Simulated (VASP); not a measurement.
## Ta: single point with r2SCAN

Crystal: Ta.

```
Ta
1.0
    -1.53499    1.53499    1.53499
     1.53499   -1.53499    1.53499
     1.53499    1.53499   -1.53499
Ta
1
Cartesian
  0.0000 0.0000 0.0000
```

This cell differs from its parent crystal: volume scaled by 0.8.

```
Program                : VASP 6.6.1
Task                   : single point
Functional             : r2SCAN
Potentials or basis    : VASP PAW PBE potentials, release 64 (Ta_pv)
Cutoff                 : 520 eV
k mesh                 : 16 × 16 × 16
Occupations            : fermi-dirac, width 0.1 eV
Spin                   : no spin polarisation
Dipole correction      : no
Further INCAR settings : ALGO = Normal; EDIFF = 1e-06; NBANDS = 12
```

The pressure is 68.0 GPa.

Levels at points of the mesh, in eV from the Fermi level:
```
           k point  band 2  band 3  band 4  band 5  band 6  band 7  band 8  band 9
(0.00, 0.00, 0.00)  -33.32  -33.32   -9.11    0.72    0.72    0.72    5.04    5.04
(0.50, 0.00, 0.00)  -34.08  -33.36   -5.75   -2.43    2.87    5.14    6.47   10.45
(0.50, 0.50, 0.50)  -34.96  -34.96   -5.60   -5.60    9.05    9.05    9.05   11.44
```

Run time: 2.3 min on 1 thread of AMD EPYC 7R13, with other jobs on the host, peak memory 0.12 GiB.

Caveat: the PAW data sets were made with another functional, which shifts forces and pressure a little; spin-orbit coupling is left out, which moves the levels of the heavy elements.
